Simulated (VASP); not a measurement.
Here is a VASP 6.6.1 calculation.

INCAR

```
SYSTEM = IrSe
ALGO = Normal
EDIFF = 1E-6
ENCUT = 520
GGA = PE
ISIF = 2
ISMEAR = 0
LASPH = .TRUE.
LCHARG = .FALSE.
LREAL = .FALSE.
LWAVE = .FALSE.
NBANDS = 14
NELM = 80
PREC = Accurate
SIGMA = 0.05
```

File KPOINTS:

```
k-points
0
G
  10 10 10
  0 0 0
```

Contents of POSCAR:

```
IrSe
1.0
    0.0000000000      2.7300957163      2.7300957163
    2.7300957163      0.0000000000      2.7300957163
    2.7300957163      2.7300957163      0.0000000000
Ir Se
1 1
Direct
    0.0000000000      0.0000000000      0.0000000000
    0.2500000000      0.2500000000      0.2500000000
```

Potentials or basis: VASP PAW PBE potentials, release 64 (Ir, Se).

Run with:

```sh
$ cat potpaw_PBE.64/Ir/POTCAR potpaw_PBE.64/Se/POTCAR > POTCAR
$ mpirun -np 1 vasp_std > vasp.out
```

(1) What does it give for the band gap on the k mesh?

(2) Predict the pressure.

## Answers

(1) zero (an odd number of electrons rules out a gap without spin polarisation).

(2) 8.6 GPa.

Caveat: the cell stands under pressure; spin-orbit coupling is left out, which moves the levels of the heavy elements.
